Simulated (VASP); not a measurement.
The system is BAs.

```
B As
1.0
     3.36586    0.00000    0.00000
    -1.68293    2.91492    0.00000
     0.00000    0.00000    8.59769
B As
2 2
Direct
  0.33333 0.66667 0.25000
  0.66667 0.33333 0.75000
  0.66667 0.33333 0.25000
  0.33333 0.66667 0.75000
```

This cell differs from its parent crystal: uniaxial z strain -1.7%.

Base run:

- Program: VASP 6.6.1
- Functional: HSE06
- Potentials or basis: VASP PAW PBE potentials, release 64 (B, As)
- Cutoff: 520 eV
- k mesh: 6 × 6 × 2
- Occupations: gaussian, width 0.01 eV
- Spin: no spin polarisation

Its results: band gap on the k mesh 1.14 eV; pressure -0.1 GPa.

Problem. The run is repeated on the same cell with these changes: functional from HSE06 to r2SCAN; k mesh from 6 × 6 × 2 to 12 × 12 × 4. What comes out?

Solution. Band gap on the k mesh 0.95 eV; pressure 0.3 GPa.

Several settings changed at once.

Caveats: the PAW data sets were made with another functional, which shifts forces and pressure a little; this functional lacks dispersion, which binds layers or chains, so the pressure and a relaxed spacing across them are unreliable (at least some runs).

A k mesh can miss the band edges.
